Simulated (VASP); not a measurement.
# GaN (zincblende type) (F-43m) in VASP: single point with PBE

Aim: the single point of GaN (zincblende type) with PBE.

All numbers are computed with VASP 6.6.1; they aren't measurements. Logs are shortened: lines on timing, memory, paths and dates and some standing lists are left out, and cuts for length are marked.

## (1) The cell of the first run

Symmetry: F-43m, No. 216, cubic system. The conventional cell has a = 4.548 Å, b = 4.548 Å, c = 4.548 Å, α = 90.00°, β = 90.00°, γ = 90.00°. Ga (site symmetry -43m) has 4 N at 1.97 Å within 2.6 Å. N (site symmetry -43m) has 4 Ga at 1.97 Å within 2.6 Å.

## (2) Single point, PBE

Contents of INCAR:

```
  PREC = Accurate
  ENCUT = 520
  EDIFF = 1E-7
  ISMEAR = -1
  SIGMA = 0.02
  LREAL = False
  LASPH = True
  NELM = 60
  ALGO = Normal
  ISIF = 2
  LWAVE = False
  LCHARG = False
  GGA = PE
  NBANDS = 26
```

Contents of KPOINTS:

```
Automatic mesh
0
Gamma
  8 6 8
```

Contents of POSCAR:

```
GaN
1.0
   -2.2742431745      2.2742431745      0.0000000000
    0.0000000000      0.0000000000      4.5484863490
    2.2742431745      2.2742431745      0.0000000000
Ga N
2 2
Direct
    0.0000000000      0.0000000000      0.0000000000
    0.5000000000      0.5000000000      0.5000000000
    0.0000000000      0.2500000000      0.5000000000
    0.5000000000      0.7500000000      0.0000000000
```

Potentials or basis: VASP PAW PBE potentials, release 64 (Ga_d, N).

On the command line:

```
cat potpaw_PBE.64/Ga_d/POTCAR potpaw_PBE.64/N/POTCAR > POTCAR
mpirun -np 1 vasp_std > vasp.out
```

OUTCAR:

```text
PREC = Accurate
   ENCUT = 520
   EDIFF = 1E-7
   ISMEAR = -1
   LREAL = False
   LASPH = True
   NELM = 60
   ISIF = 2
   GGA = PE

 ion  position               nearest neighbor table
   1  0.000  0.000  0.000-   3 1.97   4 1.97   3 1.97   4 1.97
   2  0.500  0.500  0.500-   3 1.97   4 1.97   4 1.97   3 1.97
   3  0.000  0.250  0.500-   1 1.97   2 1.97   1 1.97   2 1.97
   4  0.500  0.750  0.000-   1 1.97   2 1.97   2 1.97   1 1.97

  LATTYP: Found a simple tetragonal cell.
 ALAT       =     3.2162655415
 C/A-ratio  =     1.4142135624

  Lattice vectors:

 A1 = (   2.2742431745,  -2.2742431745,   0.0000000000)
 A2 = (   2.2742431745,   2.2742431745,   0.0000000000)
 A3 = (   0.0000000000,   0.0000000000,   4.5484863490)

Analysis of symmetry for initial positions (statically):
=====================================================================
 Subroutine PRICEL returns following result:

  LATTYP: Found a face centered cubic cell.
 ALAT       =     4.5484863490

  Lattice vectors:

 A1 = (   2.2742431745,   0.0000000000,   2.2742431745)
 A2 = (   2.2742431745,   2.2742431745,   0.0000000000)
 A3 = (   0.0000000000,   2.2742431745,   2.2742431745)

   2 primitive cells build up your supercell.

 Routine SETGRP: Setting up the symmetry group for a
 simple tetragonal supercell.

 Subroutine GETGRP returns: Found  8 space group operations
 (whereof  8 operations were pure point group operations)
 out of a pool of 16 trial point group operations.

The static configuration has the point symmetry D_2d.

Analysis of symmetry for dynamics (positions and initial velocities):
=====================================================================
 Subroutine PRICEL returns following result:

  LATTYP: Found a face centered cubic cell.
 ALAT       =     4.5484863490

  Lattice vectors:

 A1 = (   2.2742431745,   0.0000000000,   2.2742431745)
 A2 = (   2.2742431745,   2.2742431745,   0.0000000000)
 A3 = (   0.0000000000,   2.2742431745,   2.2742431745)

   2 primitive cells build up your supercell.

 Routine SETGRP: Setting up the symmetry group for a
 simple tetragonal supercell.

 Subroutine GETGRP returns: Found  8 space group operations
 (whereof  8 operations were pure point group operations)
 out of a pool of 16 trial point group operations.

The dynamic configuration has the point symmetry D_2d.

 Subroutine INISYM returns: Found  8 space group operations
 (whereof  8 operations are pure point group operations),
 and found     2 'primitive' translations

----------------------------------------------------------------------------------------

                                     Primitive cell

  volume of cell :      23.5256

  direct lattice vectors                    reciprocal lattice vectors
     2.274243175  0.000000000  2.274243175     0.219853359 -0.219853359  0.219853359
     2.274243175  2.274243175  0.000000000     0.219853359  0.219853359 -0.219853359
     0.000000000  2.274243175  2.274243174    -0.219853359  0.219853359  0.219853359

  length of vectors
     3.216265542  3.216265542  3.216265542     0.380797187  0.380797187  0.380797187

  position of ions in fractional coordinates (direct lattice)
     0.000000000  0.000000000  0.000000000
     0.250000000  0.250000000  0.250000000

  ion indices of the primitive-cell ions
   primitive index   ion index
                 1           1
                 2           3

----------------------------------------------------------------------------------------

 KPOINTS: Automatic mesh

Automatic generation of k-mesh.
 Grid dimensions read from file:
 generate k-points for:    8    6    8

 Generating k-lattice:

  Cartesian coordinates                     Fractional coordinates (reciprocal lattice)
    -0.027481670  0.027481670  0.000000000     0.125000000  0.000000000  0.000000000
     0.000000000  0.000000000  0.036642226     0.000000000  0.166666667  0.000000000
     0.027481670  0.027481670  0.000000000     0.000000000  0.000000000  0.125000000

  Length of vectors
     0.038864950  0.036642226  0.038864950

  Shift w.r.t. Gamma in fractional coordinates (k-lattice)
     0.000000000  0.000000000  0.000000000

 Subroutine IBZKPT returns following result:
 ===========================================

 Found     60 irreducible k-points:

 Following reciprocal coordinates:
            Coordinates               Weight
  0.000000  0.000000  0.000000      1.000000
  0.125000  0.000000  0.000000      4.000000
  0.250000  0.000000  0.000000      4.000000
  0.375000  0.000000  0.000000      4.000000
  0.500000  0.000000  0.000000      2.000000
  0.000000  0.166667  0.000000      2.000000
[... 16 lines left out ...]
  0.375000  0.000000  0.125000      8.000000
  0.500000  0.000000  0.125000      4.000000
 [... further k-points ...]
   k-points           NKPTS =     60   k-points in BZ     NKDIM =     60   number of bands    NBANDS=     26
   number of dos      NEDOS =    301   number of ions     NIONS =      4
   total plane-waves  NPLWV =  20736
   dimension x,y,z NGX =    24 NGY =   36 NGZ =   24
   dimension x,y,z NGXF=    48 NGYF=   72 NGZF=   48
   ions per type =               2   2
   NGX,Y,Z   is equivalent  to a cutoff of  12.41, 13.16, 12.41 a.u.
   NGXF,Y,Z  is equivalent  to a cutoff of  24.81, 26.32, 24.81 a.u.
 SYSTEM =  unknown system
   PREC   = accura    normal or accurate (medium, high low for compatibility)
   ISTART =      0    job   : 0-new  1-cont  2-samecut
   ICHARG =      2    charge: 1-file 2-atom 10-const
   ISPIN  =      1    spin polarized calculation?
   LNONCOLLINEAR =      F non collinear calculations
   LSORBIT =      F    spin-orbit coupling
   LASPH  =      T    aspherical Exc in radial PAW
   ENCUT  =  520.0 eV  38.22 Ry    6.18 a.u.   5.98  8.46  5.98*2*pi/ulx,y,z
   NELM   =     60;   NELMIN=  2; NELMDL= -5     # of ELM steps
   EDIFF  = 0.1E-06   stopping-criterion for ELM
   LREAL  =      F    real-space projection
   EDIFFG = 0.1E-05   stopping-criterion for IOM
   NSW    =      0    number of steps for IOM
   IBRION =     -1    ionic relax: 0-MD 1-quasi-New 2-CG
   NFREE  =      0    steps in history (QN), initial steepest desc. (CG)
   ISIF   =      2    stress and relaxation
   ISYM   =      2    0-nonsym 1-usesym 2-fastsym
   POTIM  = 0.5000    time-step for ionic-motion
   TEBEG  =    0.0;   TEEND  =   0.0 temperature during run
   PSTRESS=    0.0 pullay stress
   NELECT =      36.0000    total number of electrons
   NUPDOWN=      -1.0000    fix difference up-down
   EMIN   =  10.00;   EMAX   =-10.00  energy-range for DOS
   EFERMI =   0.00;   METHOD = LEGACY
   ISMEAR =    -1;   SIGMA  =   0.02  broadening in eV -4-tet -1-fermi 0-gaus
   EFERMI_NEDOS =   21; number of points for ismear=-14 and -15
   IALGO  =     38    algorithm
   IMIX   =      4    mixing-type and parameters
     AMIX     =   0.40;   BMIX     =  1.00
     AMIX_MAG =   1.60;   BMIX_MAG =  1.00
  volume/ion in A,a.u.               =      11.76        79.38
  Fermi-wavevector in a.u.,A,eV,Ry     =   1.497334  2.829552 30.504397  2.242010
  Thomas-Fermi vector in A             =   2.609236
   LORBIT       =      0    0 simple, 1 ext, 2 COOP (PROOUT), +10 PAW based schemes
   GGA     = PE    functional components
   LHFCALC =     F    Hartree Fock is set to
   AEXX    =    0.0000 exact exchange contribution
   IVDW    =     0    specifies the selected vdW correction
   LEPSILON=     F    determine dielectric tensor
   LRPA    =     F    only Hartree local field effects (RPA)
 non-spin polarized calculation
  energy-cutoff  :      520.00
  volume of cell :       47.05
 maximum number of plane-waves:      1296
 NGX is ok and might be reduce to    24
   NGX = 11   NGY = 17   NGZ = 11

 number of electron      36.0000032 magnetization

 Free energy of the ion-electron system (eV)
  ---------------------------------------------------
  ext. energy  EPLUGINS =         0.00000000
  ---------------------------------------------------
  free energy    TOTEN  =       -24.30696515 eV

  energy without entropy =      -24.30696515  energy(sigma->0) =      -24.30696515

 E-fermi :   5.3751     XC(G=0): -11.5205

 val. band max:        4.9867882371   @ k =   0.0000   0.0000   0.0000
 cond. band min:       6.5338967624   @ k =   0.0000   0.0000   0.0000
 fundamental gap:      1.5471085253
 Fermi energy:         5.3750625209

 k-point     1 :       0.0000    0.0000    0.0000
  band No.  band energies     occupation
      1     -10.7157      2.00000
      2      -9.7514      2.00000
      3      -8.4356      2.00000
      4      -8.4356      2.00000
      5      -8.4356      2.00000
      6      -8.3531      2.00000
[... 18 lines left out ...]
     25      16.5041      0.00000
     26      18.6588      0.00000

 k-point     2 :       0.1250    0.0000    0.0000
  band No.  band energies     occupation
      1     -10.6080      2.00000
      2      -9.7513      2.00000
      3      -8.4246      2.00000
      4      -8.4186      2.00000
      5      -8.3950      2.00000
      6      -8.3399      2.00000
[... 18 lines left out ...]
     25      16.3842      0.00000
     26      18.3329      0.00000

 k-point     3 :       0.2500    0.0000    0.0000
  band No.  band energies     occupation
      1     -10.3394      2.00000
      2      -9.7591      2.00000
      3      -8.3939      2.00000
      4      -8.3837      2.00000
      5      -8.3259      2.00000
      6      -8.2386      2.00000
[... 18 lines left out ...]
     25      15.8728      0.00000
     26      17.5929      0.00000

 k-point     4 :       0.3750    0.0000    0.0000
  band No.  band energies     occupation
      1     -10.0573      2.00000
      2      -9.7928      2.00000
      3      -8.3562      2.00000
      4      -8.3497      2.00000
      5      -8.3358      2.00000
      6      -8.2470      2.00000
[... 18 lines left out ...]
     25      15.9341      0.00000
     26      16.8150      0.00000
[... 496 lines left out ...]
      1     -10.2594      2.00000
      2      -9.7538      2.00000
      3      -8.3684      2.00000
      4      -8.3576      2.00000
      5      -8.3139      2.00000
      6      -8.2523      2.00000
[... 18 lines left out ...]
     25      16.0765      0.00000
     26      16.5526      0.00000

 k-point    23 :       0.3750    0.0000    0.1250
  band No.  band energies     occupation
      1     -10.0081      2.00000
      2      -9.7809      2.00000
      3      -8.3388      2.00000
      4      -8.3234      2.00000
      5      -8.3214      2.00000
      6      -8.2610      2.00000
[... 18 lines left out ...]
     25      16.5118      0.00000
     26      16.8913      0.00000

 k-point    24 :       0.5000    0.0000    0.1250
  band No.  band energies     occupation
      1      -9.8531      2.00000
      2      -9.8531      2.00000
      3      -8.3264      2.00000
      4      -8.3264      2.00000
      5      -8.2904      2.00000
      6      -8.2904      2.00000
[... 18 lines left out ...]
     25      16.7941      0.00000
     26      16.7941      0.00000

 [... further k-points ...]

------------------------ aborting loop because EDIFF is reached ----------------------------------------

  FORCE on cell =-STRESS in cart. coord.  units (eV):
  Direction    XX          YY          ZZ          XY          YZ          ZX
  --------------------------------------------------------------------------------------
  -------------------------------------------------------------------------------------
  Total        0.0356853      0.0356853      0.0322098      0.0000000     -0.0000000      0.0000000
  in kB        1.2151475      1.2151475      1.0968026      0.0000000     -0.0000000      0.0000000
  external PRESSURE =       1.1756992 kB  Pullay stress =       0.0000000 kB

 VOLUME and BASIS-vectors are now :
 -----------------------------------------------------------------------------
  energy-cutoff  :      520.00
  volume of cell :       47.05
      direct lattice vectors                 reciprocal lattice vectors
    -2.274243175  2.274243175  0.000000000    -0.219853359  0.219853359  0.000000000
     0.000000000  0.000000000  4.548486349     0.000000000  0.000000000  0.219853359
     2.274243175  2.274243175  0.000000000     0.219853359  0.219853359  0.000000000

 POSITION                                       TOTAL-FORCE (eV/Angst)
 -----------------------------------------------------------------------------------
      0.00000      0.00000      0.00000         0.000000      0.000000      0.000000
      0.00000      2.27424      2.27424        -0.000000      0.000000      0.000000
      1.13712      1.13712      1.13712         0.000000     -0.000000     -0.000000
     -1.13712      1.13712      3.41136         0.000000     -0.000000     -0.000000
 -----------------------------------------------------------------------------------
    total drift:                               -0.000000     -0.000000     -0.000000

  FREE ENERGIE OF THE ION-ELECTRON SYSTEM (eV)
  ---------------------------------------------------
  free  energy   TOTEN  =       -24.3069651509 eV

  energy  without entropy=      -24.3069651509  energy(sigma->0) =      -24.30696515
```

Run time: 26 s. Hardware: 1 thread of Intel Xeon 6975P-C (Granite Rapids), shared host; peak memory 0.19 GiB.

What came out:

| Item | Value |
| --- | --- |
| Free energy | -24.3070 eV |
| Pressure | 0.1 GPa |
| Band gap on the k mesh | 1.55 eV |

Levels at points of the mesh, in eV from the valence-band top:
```csv
k point,band 16,band 17,band 18,band 19,band 20,band 21
"(0.00, 0.00, 0.00)",0.00,0.00,0.00,1.55,3.34,6.50
"(0.50, 0.00, 0.00)",-3.16,-0.99,-0.99,6.24,6.24,7.43
"(0.00, 0.50, 0.00)",-1.43,-1.43,-1.43,4.47,4.47,7.21
"(0.50, 0.50, 0.00)",-0.93,-0.93,-0.93,4.45,4.45,8.59
"(0.50, 0.00, 0.50)",-2.61,-2.61,-2.61,3.34,3.34,6.50
"(0.50, 0.50, 0.50)",-3.57,-3.50,-3.50,6.17,6.17,8.10
```
